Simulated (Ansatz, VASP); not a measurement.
# Two plane-wave programs on Zr2O

```xyz
6
Lattice="4.7283 0.0000 0.0000 0.0000 4.7283 0.0000 0.0000 0.0000 4.9443" Properties=species:S:1:pos:R:3 pbc="T T T"
Zr    1.1821    1.1821    3.7082
Zr    3.5462    1.1821    1.2361
Zr    1.1821    3.5462    1.2361
Zr    3.5462    3.5462    3.7082
O     0.0000    0.0000    0.0000
O     2.3641    2.3641    2.4721
```

Change from the starting cell: strain -0.015 along x and y, +0.030 along z, atoms carried along.

Alike in both runs: task single point; functional PBEsol; k mesh 10 × 10 × 10; occupations gaussian, width 0.15 eV; no spin polarisation.

```csv
,VASP,Ansatz
version,VASP 6.6.1,Ansatz 0.2.0
potentials or method,"VASP PAW PBE potentials, release 64 (Zr_sv, O), cutoff 520 eV","scalar-relativistic, plane waves, PAW"
valence electrons in the cell,60,60
```

```tsv
	VASP	Ansatz	Ansatz less VASP
gap on the k mesh at the Fermi level (eV)	none	none	-
pressure (GPa)	0.2	0.0	-0.25
traceless stress, the component that is largest in VASP (GPa)	-1.65	-1.66	-0.017
```

VASP's potentials were made for PBE, not for PBEsol. A gap of «none» marks a metal or a gap that the smearing closes.
